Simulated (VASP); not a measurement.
Wanted: the native input for a VASP 6.6.1 run.

* Task: relaxation of cell and atoms
* Functional: r2SCAN
* Potentials or basis: VASP PAW PBE potentials, release 64 (Mg, O)
* Cutoff: 600 eV
* k mesh: 10 × 10 × 10
* Occupations: gaussian, width 0.01 eV
* Spin: no spin polarisation
* Target pressure: 1 GPa
* Dipole correction: no
* Further INCAR settings: ALGO = Normal; EDIFF = 1e-06; IBRION = 2; EDIFFG = -0.002; NSW = 100; ISIF = 3

Crystal: MgO.

```
CELL_PARAMETERS angstrom
0.00000 2.10217 2.10217
2.10217 0.00000 2.10217
2.10217 2.10217 0.00000
ATOMIC_POSITIONS crystal
Mg 0.00000 0.00000 0.00000
O 0.50000 0.50000 0.50000
```

The input as run:

POSCAR

```
MgO
1.0
    0.0000000000      2.1021666359      2.1021666359
    2.1021666359      0.0000000000      2.1021666359
    2.1021666359      2.1021666359      0.0000000000
Mg O
1 1
Direct
    0.0000000000      0.0000000000      0.0000000000
    0.5000000000      0.5000000000      0.5000000000
```

INCAR.step1

```
PREC = Accurate
ENCUT = 600
ISMEAR = 0
SIGMA = 0.01
LREAL = F
LASPH = T
NELM = 100
GGA = PE
ALGO = Normal
EDIFF = 1E-4
LWAVE = T
LCHARG = F
```

INCAR.step2

```
PREC = Accurate
ENCUT = 600
EDIFF = 1E-6
ISMEAR = 0
SIGMA = 0.01
LREAL = F
LASPH = T
NELM = 100
ALGO = Normal
ISIF = 3
LWAVE = F
LCHARG = F
METAGGA = R2SCAN
LMIXTAU = T
IBRION = 2
NSW = 100
EDIFFG = -0.002
PSTRESS = 10.0
ISTART = 1
```

KPOINTS

```
Automatic mesh
0
Gamma
  10 10 10
```

Potentials or basis: VASP PAW PBE potentials, release 64 (Mg, O).

Launch:

```console
$ cat potpaw_PBE.64/Mg/POTCAR potpaw_PBE.64/O/POTCAR > POTCAR
$ cp INCAR.step1 INCAR
$ mpirun -np 1 vasp_std > vasp.out
$ cp INCAR.step2 INCAR
$ mpirun -np 1 vasp_std > vasp.out
```

Results of the run:

```json
{
 "Relaxed volume": "9.16 Å³/atom",
 "Relaxed cell": "a = 2.959 Å, b = 2.959 Å, c = 2.959 Å, α = 60.00°, β = 60.00°, γ = 60.00°",
 "Space group after relaxing (to 0.05 Å)": "Fm-3m (No. 225)",
 "Energy change on relaxing (the enthalpy is what falls)": "-0.2 meV/atom",
 "Ionic steps": "3",
 "Pressure after relaxing": "1.0 GPa",
 "Band gap on the k mesh": "5.81 eV, direct"
}
```

Caveat: the cell is relaxed towards a set pressure, so the enthalpy falls and the energy may rise; the PAW data sets were made with another functional, which shifts forces and pressure a little.

Run time: 52 s on 1 thread of Intel(R) Xeon(R) Platinum 8488C (Sapphire Rapids) (shared host), peak memory 0.15 GiB.
